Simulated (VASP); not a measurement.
# Cr (Im-3m) in VASP: single point with PBE

Aim: the single point of Cr with PBE.

Everything below comes from runs of VASP 6.6.1. Logs are shortened: lines on timing, memory, paths and dates and some standing lists are left out, and cuts for length are marked.

## Step 1: The cell of the first run

The structure is cubic, space group Im-3m (No. 229). Conventional cell: a = 2.831 Å, b = 2.831 Å, c = 2.831 Å, α = 90.00°, β = 90.00°, γ = 90.00°. Cr (site symmetry m-3m) has 14 Cr at 2.45 to 2.83 Å within 3.2 Å.

## Step 2: Single point, PBE, collinear spin (11.34 Å³/atom)

File INCAR:

```
SYSTEM = Cr
ALGO = Normal ; EDIFF = 1E-6
ENCUT = 500 ; GGA = PE
GGA_COMPAT = .False. ; ISIF = 2
ISMEAR = 0 ; ISPIN = 2
LASPH = .True. ; LCHARG = .False.
LMAXMIX = 4 ; LORBIT = 11
LREAL = .False. ; LWAVE = .False.
MAGMOM = 0.05 ; NBANDS = 16
NELM = 200 ; PREC = Accurate
SIGMA = 0.05
```

File KPOINTS:

```
k-points
0
Gamma
  10 10 10
  0 0 0
```

File POSCAR:

```
Cr
1.0
   -1.4153648284      1.4153648284      1.4153648284
    1.4153648284     -1.4153648284      1.4153648284
    1.4153648284      1.4153648284     -1.4153648284
Cr
1
Direct
    0.0000000000      0.0000000000      0.0000000000
```

Potentials or basis: VASP PAW PBE potentials, release 64 (Cr_pv).

The run is started by

```bash
$ cat potpaw_PBE.64/Cr_pv/POTCAR > POTCAR
$ mpirun -np 1 vasp_std > vasp.out
```

OUTCAR:

```text
SYSTEM = Cr
   EDIFF = 1E-6
   ENCUT = 500
   GGA = PE
   ISIF = 2
   ISMEAR = 0
   ISPIN = 2
   LASPH = .True.
   LORBIT = 11
   LREAL = .False.
   NELM = 200
   PREC = Accurate

 ion  position               nearest neighbor table
   1  0.000  0.000  0.000-

  LATTYP: Found a body centered cubic cell.
 ALAT       =     2.8307296568

  Lattice vectors:

 A1 = (  -1.4153648284,   1.4153648284,   1.4153648284)
 A2 = (   1.4153648284,  -1.4153648284,   1.4153648284)
 A3 = (   1.4153648284,   1.4153648284,  -1.4153648284)

Analysis of symmetry for initial positions (statically):
=====================================================================
 Subroutine PRICEL returns:
 Original cell was already a primitive cell.

 Routine SETGRP: Setting up the symmetry group for a
 body centered cubic supercell.

 Subroutine GETGRP returns: Found 48 space group operations
 (whereof 48 operations were pure point group operations)
 out of a pool of 48 trial point group operations.

The static configuration has the point symmetry O_h .

Analysis of symmetry for dynamics (positions and initial velocities):
=====================================================================
 Subroutine PRICEL returns:
 Original cell was already a primitive cell.

 Routine SETGRP: Setting up the symmetry group for a
 body centered cubic supercell.

 Subroutine GETGRP returns: Found 48 space group operations
 (whereof 48 operations were pure point group operations)
 out of a pool of 48 trial point group operations.

The dynamic configuration has the point symmetry O_h .

Analysis of structural, dynamic, and magnetic symmetry:
=====================================================================
 Subroutine PRICEL returns:
 Original cell was already a primitive cell.

 Routine SETGRP: Setting up the symmetry group for a
 body centered cubic supercell.

 Subroutine GETGRP returns: Found 48 space group operations
 (whereof 48 operations were pure point group operations)
 out of a pool of 48 trial point group operations.

The overall configuration has the point symmetry O_h .

 Subroutine INISYM returns: Found 48 space group operations
 (whereof 48 operations are pure point group operations),
 and found     1 'primitive' translations

----------------------------------------------------------------------------------------

                                     Primitive cell

[... 98 lines left out ...]
   PSTRESS=    0.0 pullay stress
   NELECT =      12.0000    total number of electrons
   NUPDOWN=      -1.0000    fix difference up-down
   EMIN   =  10.00;   EMAX   =-10.00  energy-range for DOS
   EFERMI =   0.00;   METHOD = LEGACY
   ISMEAR =     0;   SIGMA  =   0.05  broadening in eV -4-tet -1-fermi 0-gaus
   EFERMI_NEDOS =   21; number of points for ismear=-14 and -15
   IALGO  =     38    algorithm
   IMIX   =      4    mixing-type and parameters
     AMIX     =   0.40;   BMIX     =  1.00
     AMIX_MAG =   1.60;   BMIX_MAG =  1.00
  volume/ion in A,a.u.               =      11.34        76.54
  Fermi-wavevector in a.u.,A,eV,Ry     =   1.668195  3.152432 37.863313  2.782875
  Thomas-Fermi vector in A             =   2.754085
   LORBIT       =     11    0 simple, 1 ext, 2 COOP (PROOUT), +10 PAW based schemes
   GGA     = PE    functional components
   LHFCALC =     F    Hartree Fock is set to
   AEXX    =    0.0000 exact exchange contribution
   IVDW    =     0    specifies the selected vdW correction
   LEPSILON=     F    determine dielectric tensor
   LRPA    =     F    only Hartree local field effects (RPA)
 spin polarized calculation
 Gauss-broadening in eV      SIGMA  =   0.05
  energy-cutoff  :      500.00
  volume of cell :       11.34
 maximum number of plane-waves:       321
 NGX is ok and might be reduce to    18
   NGX =  9   NGY =  9   NGZ =  9

 number of electron      12.0000006 magnetization       0.0003118

 number of electron      12.0000006 magnetization      -0.0000020

 Free energy of the ion-electron system (eV)
  ---------------------------------------------------
  ext. energy  EPLUGINS =         0.00000000
  ---------------------------------------------------
  free energy    TOTEN  =        -9.50395986 eV

  energy without entropy =       -9.50308721  energy(sigma->0) =       -9.50352354

 E-fermi :  11.2853     XC(G=0): -13.7831

 val. band max:       11.2170074573   @ k =   0.1000   0.1000   0.0000
 cond. band min:      11.3093518036   @ k =   0.4000   0.0000   0.0000
 fundamental gap:      0.0923443463
 Fermi energy:        11.2853113563

 spin component 1

 k-point     1 :       0.0000    0.0000    0.0000
  band No.  band energies     occupation
      1     -31.4860      1.00000
      2     -31.4860      1.00000
      3     -31.4860      1.00000
      4       3.3131      1.00000
      5      10.2859      1.00000
      6      10.2859      1.00000
[... 435 lines left out ...]
      5       9.5193      1.00000
      6       9.8239      1.00000
[... 8 lines left out ...]
     15      39.0495      0.00000
     16      41.5925      0.00000

 [... further k-points ...]

 spin component 2

 k-point     1 :       0.0000    0.0000    0.0000
  band No.  band energies     occupation
      1     -31.4860      1.00000
      2     -31.4860      1.00000
      3     -31.4860      1.00000
      4       3.3131      1.00000
      5      10.2859      1.00000
      6      10.2859      1.00000
[... 435 lines left out ...]
      5       9.5193      1.00000
      6       9.8239      1.00000
[... 8 lines left out ...]
     15      39.0495      0.00000
     16      41.5925      0.00000

 [... further k-points ...]
[... 5 lines left out ...]
  --------------------------------------------------------------------------------------
  -------------------------------------------------------------------------------------
  Total        0.3270772      0.3270772      0.3270772      0.0000000      0.0000000      0.0000000
  in kB       46.2057099     46.2057099     46.2057099      0.0000000      0.0000000      0.0000000
  external PRESSURE =      46.2057099 kB  Pullay stress =       0.0000000 kB

 VOLUME and BASIS-vectors are now :
 -----------------------------------------------------------------------------
  energy-cutoff  :      500.00
  volume of cell :       11.34
      direct lattice vectors                 reciprocal lattice vectors
    -1.415364828  1.415364828  1.415364828     0.000000000  0.353265808  0.353265808
     1.415364828 -1.415364828  1.415364828     0.353265808  0.000000000  0.353265808
     1.415364828  1.415364828 -1.415364828     0.353265808  0.353265808  0.000000000

 POSITION                                       TOTAL-FORCE (eV/Angst)
 -----------------------------------------------------------------------------------
      0.00000      0.00000      0.00000         0.000000     -0.000000      0.000000
 -----------------------------------------------------------------------------------
    total drift:                               -0.000000     -0.000000      0.000000

  FREE ENERGIE OF THE ION-ELECTRON SYSTEM (eV)
  ---------------------------------------------------
  free  energy   TOTEN  =        -9.5039598578 eV

  energy  without entropy=       -9.5030872127  energy(sigma->0) =       -9.50352354

 total charge

# of ion       s       p       d       tot
------------------------------------------
    1        0.447   6.423   4.227  11.097

 magnetization (x)

# of ion       s       p       d       tot
------------------------------------------
    1       -0.000  -0.000  -0.000  -0.000
```

OSZICAR:

```text
N       E                     dE             d eps       ncg     rms          rms(c)
DAV:   1     0.786236227883E+02    0.78624E+02   -0.59604E+03  3080   0.830E+02
DAV:   2    -0.966816024499E+01   -0.88292E+02   -0.83770E+02  3240   0.244E+02
DAV:   3    -0.111502069539E+02   -0.14820E+01   -0.14802E+01  3408   0.350E+01
DAV:   4    -0.111550547793E+02   -0.48478E-02   -0.48478E-02  3552   0.199E+00
DAV:   5    -0.111550875553E+02   -0.32776E-04   -0.32776E-04  3368   0.147E-01    0.132E+01
DAV:   6    -0.953509933267E+01    0.16200E+01   -0.19923E+00  3072   0.261E+01    0.190E+00
DAV:   7    -0.951476010963E+01    0.20339E-01   -0.26732E-02  3160   0.177E+00    0.106E+00
DAV:   8    -0.950393424470E+01    0.10826E-01   -0.26368E-03  3496   0.652E-01    0.150E-01
DAV:   9    -0.950395257418E+01   -0.18329E-04   -0.16817E-04  3248   0.164E-01    0.568E-02
DAV:  10    -0.950396993294E+01   -0.17359E-04   -0.11781E-05  3392   0.472E-02    0.232E-02
DAV:  11    -0.950396193187E+01    0.80011E-05   -0.56150E-06  3168   0.402E-02    0.527E-03
DAV:  12    -0.950396001268E+01    0.19192E-05   -0.72739E-08  1552   0.346E-03    0.111E-03
DAV:  13    -0.950395985779E+01    0.15488E-06   -0.81204E-09  1504   0.111E-03
   1 F= -.95039599E+01 E0= -.95035235E+01  d E =-.872645E-03  mag=     0.0000
```

stdout:

```text
POSCAR found type information on POSCAR Cr
 POSCAR found :  1 types and       1 ions
 scaLAPACK will be used
 LDA part: xc-table for (Slater+PW92), standard interpolation
 POSCAR, INCAR and KPOINTS ok, starting setup
 FFT: planning ... GRIDC
 FFT: planning ... GRID_SOFT
 FFT: planning ... GRID
 WAVECAR not read
 entering main loop
```

It took 16 s on 1 thread of Intel Xeon 8259CL, shared host; peak memory 0.1 GiB.

Results:

* Free energy: -9.5040 eV
* Pressure: 4.6 GPa
* Band gap on the k mesh: zero (filled and empty bands overlap)
* Net moment: 0.00 μB per cell
* Valence electrons inside the program's atomic spheres: Cr 11.10

Levels at points of the mesh, in eV from the Fermi level:
Spin up:
```csv
k point,band 2,band 3,band 4,band 5,band 6,band 7,band 8,band 9,band 10,band 11
"(0.00, 0.00, 0.00)",-42.77,-42.77,-7.97,-1.00,-1.00,-1.00,1.10,1.10,7.04,22.40
"(0.50, 0.00, 0.00)",-43.08,-42.78,-4.58,-2.58,1.10,1.11,1.45,2.84,7.03,10.08
"(0.50, 0.50, 0.50)",-43.43,-43.43,-4.48,-4.48,2.44,2.44,2.44,7.04,10.73,10.73
```
Spin down:
```tsv
k point	band 3	band 4	band 5	band 6	band 7	band 8	band 9	band 10
(0.00, 0.00, 0.00)	-42.77	-7.97	-1.00	-1.00	-1.00	1.10	1.10	7.04
(0.50, 0.00, 0.00)	-42.78	-4.58	-2.58	1.10	1.11	1.45	2.84	7.03
(0.50, 0.50, 0.50)	-43.43	-4.48	-4.48	2.44	2.44	2.44	7.04	10.73
```

Caveat: the cell stands under pressure.

The gap in the log of VASP goes by the Fermi energy; the results here count the filled bands.